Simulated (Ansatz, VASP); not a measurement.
CuO in VASP and in Ansatz

```
CELL_PARAMETERS angstrom
1.47211 0.84992 5.51232
-1.47211 0.84992 5.51232
0.00000 -1.69985 5.51232
ATOMIC_POSITIONS crystal
Cu 0.00000 0.00000 0.00000
Cu 0.50000 0.50000 0.50000
O 0.10616 0.10616 0.10616
O 0.89384 0.89384 0.89384
```

Alike in both runs: task single point; functional PBE; k mesh 18 × 18 × 18; occupations gaussian, width 0.1 eV; no spin polarisation.

|  | VASP | Ansatz |
| --- | --- | --- |
| version | VASP 6.6.1 | Ansatz 0.2.0 |
| potentials or method | VASP PAW PBE potentials, release 64 (Cu, O), cutoff 520 eV | scalar-relativistic, plane waves, PAW |
| valence electrons in the cell | 34 | 50 |

VASP gave:

| Property | Result |
| --- | --- |
| gap on the k mesh at the Fermi level (eV) | none |
| pressure (GPa) | 15.8 |
| traceless stress, the component that is largest in VASP (GPa) | 7.10 |
| rms of the force components (eV/Å) | 0.133 |

Which values does Ansatz return?

gap on the k mesh at the Fermi level (eV): none; pressure (GPa): 14.9; traceless stress, the component that is largest in VASP (GPa): 6.11; rms of the force components (eV/Å): 0.113.

Atom by atom the forces differ by 0.020 eV/Å (rms over components). A gap of «none» marks a metal or a gap that the smearing closes. VASP's potentials hold 34 valence electrons a cell and Ansatz's 50, so a difference there can come from the potentials and not from the codes.
